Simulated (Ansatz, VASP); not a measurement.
## ZnS in VASP and in Ansatz

Contents of INCAR:

```
SYSTEM = ZnS
  PREC = Accurate
  ENCUT = 520
  EDIFF = 1E-6
  ISMEAR = -1
  SIGMA = 0.05
  LREAL = .FALSE.
  LASPH = .TRUE.
  NELM = 80
  ALGO = Normal
  ISIF = 2
  LWAVE = .FALSE.
  LCHARG = .FALSE.
  GGA = RP
  IVDW = 13
  NBANDS = 26
```

KPOINTS

```
Automatic mesh
0
G
  8 8 5
  0 0 0
```

File POSCAR:

```
ZnS
1.0
    3.8611504880      0.0000000000      0.0000000000
   -1.9305752440      3.3438544104      0.0000000000
    0.0000000000      0.0000000000      6.3160357234
Zn S
2 2
Direct
    0.6666666667      0.3333333333      0.5000000000
    0.3333333333      0.6666666667      0.0000000000
    0.6666666667      0.3333333333      0.8850000000
    0.3333333333      0.6666666667      0.3850000000
```

input.yaml

```yaml
crystal:
  lattice:
    - [3.861150488, 0.0, 0.0]
    - [-1.930575244, 3.3438544104, 0.0]
    - [0.0, 0.0, 6.3160357234]
  atoms:
    - { symbol: Zn, position: [0.6666666667, 0.3333333333, 0.5] }
    - { symbol: Zn, position: [0.3333333333, 0.6666666667, 0.0] }
    - { symbol: S, position: [0.6666666667, 0.3333333333, 0.885] }
    - { symbol: S, position: [0.3333333333, 0.6666666667, 0.385] }
hamiltonian:
  xc: rpbe
  pseudopotentials: { kind: paw }
  dispersion: d4
kpoints:
  mp_grid: { grid: [8, 8, 5] }
scf:
  occupations: { method: fermi_dirac, width: 0.05 }
output:
  forces: true
  stress: true
  eigenvalues: true
```

Alike in both runs: task single point; functional RPBE; dispersion D4; k mesh 8 × 8 × 5; occupations fermi-dirac, width 0.05 eV; no spin polarisation.

|  | VASP | Ansatz |
| --- | --- | --- |
| version | VASP 6.6.1 | Ansatz 0.2.0 |
| potentials or method | VASP PAW PBE potentials, release 64 (Zn, S) | Ansatz PAW |
| plane-wave cutoff (eV) | 520 | 420 |
| valence electrons in the cell | 36 | 36 |

Ansatz gave:

- gap on the k mesh at the Fermi level (eV): 2.24
- least direct gap on the mesh (eV): 2.24
- pressure (GPa): -3.5
- traceless stress, the component that is largest in VASP (GPa): -1.18
- rms of the force components (eV/Å): 0.160

Question: What did VASP give for the same quantities?

Answer: gap on the k mesh at the Fermi level (eV): 2.24; least direct gap on the mesh (eV): 2.24; pressure (GPa): -3.4; traceless stress, the component that is largest in VASP (GPa): -1.19; rms of the force components (eV/Å): 0.162.

VASP's potentials were made for PBE, not for RPBE. Atom by atom the forces differ by 0.003 eV/Å (rms over components).

Noted on Ansatz's run: odd divisions of the mesh miss points on the zone boundary, where band edges often lie, so the gap on the mesh can be too wide.
